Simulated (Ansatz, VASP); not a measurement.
## One calculation of Te, two programs

File POSCAR:

```
Te
1.0
    4.2079006210      0.0000000000      0.0000000000
   -2.1039503105      3.6441488344      0.0000000000
    0.0000000000      0.0000000000      5.9487470455
Te
3
Direct
    0.2844684963      0.0000000000      0.3333333333
    0.0000000000      0.2844684963      0.6666666667
    0.7155315037      0.7155315037      0.0000000000
```

Contents of INCAR.step1:

```
SYSTEM = Te
PREC = Accurate ; ENCUT = 520
ISMEAR = -1 ; SIGMA = 0.02
LREAL = .FALSE. ; LASPH = .TRUE.
NELM = 80 ; NBANDS = 16
GGA = PE ; ALGO = Normal
EDIFF = 1E-4 ; LWAVE = .TRUE.
LCHARG = .FALSE.
```

File INCAR.step2:

```
SYSTEM = Te
PREC = Accurate ; ENCUT = 520
EDIFF = 1E-7 ; ISMEAR = -1
SIGMA = 0.02 ; LREAL = .FALSE.
LASPH = .TRUE. ; NELM = 80
ALGO = Normal ; ISIF = 2
LWAVE = .FALSE. ; LCHARG = .FALSE.
METAGGA = R2SCAN ; LMIXTAU = .TRUE.
NBANDS = 16 ; ISTART = 1
```

File KPOINTS:

```
Automatic mesh
0
G
  6 6 4
  0 0 0
```

Input for Ansatz:

```yaml
crystal:
  lattice:
    - [4.207900621, 0.0, 0.0]
    - [-2.1039503105, 3.6441488344, 0.0]
    - [0.0, 0.0, 5.9487470455]
  atoms:
    - { symbol: Te, position: [0.2844684963, 0.0, 0.3333333333] }
    - { symbol: Te, position: [0.0, 0.2844684963, 0.6666666667] }
    - { symbol: Te, position: [0.7155315037, 0.7155315037, 0.0] }
kpoints:
  mp_grid: { grid: [6, 6, 4] }
  band_path:
    path:
      - [0.0, 0.0, 0.0]
      - [0.5, 0.0, 0.0]
      - [0.3333333333, 0.3333333333, 0.0]
      - [0.0, 0.0, 0.5]
      - [0.5, 0.0, 0.5]
      - [0.3333333333, 0.3333333333, 0.5]
    npoints: 1
hamiltonian:
  xc: r2scan
scf:
  occupations: { method: fermi_dirac, width: 0.02 }
  n_extra_bands: 4
output:
  forces: true
  stress: true
  eigenvalues: true
```

Change from the starting cell: biaxial_xy strain -5.9%.

Alike in both runs: task single point; functional r2SCAN; k mesh 6 × 6 × 4; occupations fermi-dirac, width 0.02 eV; no spin polarisation.

```csv
,VASP,Ansatz
version,VASP 6.6.1,Ansatz 0.2.0
potentials or method,"VASP PAW PBE potentials, release 64 (Te)","plane waves, PAW"
plane-wave cutoff (eV),520,500
valence electrons in the cell,18,48
```

|  | VASP | Ansatz | Ansatz less VASP |
| --- | --- | --- | --- |
| pressure (GPa) | 5.3 | 5.2 | -0.02 |
| traceless stress, the component that is largest in VASP (GPa) | 0.08 | 0.02 | -0.057 |
| rms of the force components (eV/Å) | 0.006 | 0.009 | +0.0025 |

VASP's potentials were made for PBE, not for r2SCAN. Atom by atom the forces differ by 0.015 eV/Å (rms over components). VASP's potentials hold 18 valence electrons a cell and Ansatz's 48, so a difference there can come from the potentials and not from the codes.

Spin-orbit coupling is off throughout.
